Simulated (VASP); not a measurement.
Input of a VASP 6.6.1 run:

File INCAR:

```
PREC = Accurate ; ENCUT = 520
EDIFF = 1E-6 ; ISMEAR = -1
SIGMA = 0.03 ; LREAL = F
LASPH = T ; NELM = 80
ALGO = Normal ; ISIF = 2
LWAVE = F ; LCHARG = F
GGA = PE ; NBANDS = 11
```

Contents of KPOINTS:

```
Automatic mesh
0
Gamma
  4 4 4
```

File POSCAR:

```
BeTe
1.0
    0.0000000000      2.7700000000      2.7700000000
    2.7700000000      0.0000000000      2.7700000000
    2.7700000000      2.7700000000      0.0000000000
Te Be
1 1
Direct
    0.7500000000      0.7500000000      0.7500000000
    0.0000000000      0.0000000000      0.0000000000
```

Potentials or basis: VASP PAW PBE potentials, release 64 (Te, Be).

The run is started by

```console
$ cat potpaw_PBE.64/Te/POTCAR potpaw_PBE.64/Be/POTCAR > POTCAR
$ mpirun -np 1 vasp_std > vasp.out
```

(1) Estimate the band gap on the k mesh.

(2) What does it give for the pressure?

Results:

(1) 1.84 eV, indirect (least direct gap 3.55 eV).

(2) 5.0 GPa.

Caveat: the k points lie up to 0.49 Å⁻¹ apart; spin-orbit coupling is left out, which moves the levels of the heavy elements.
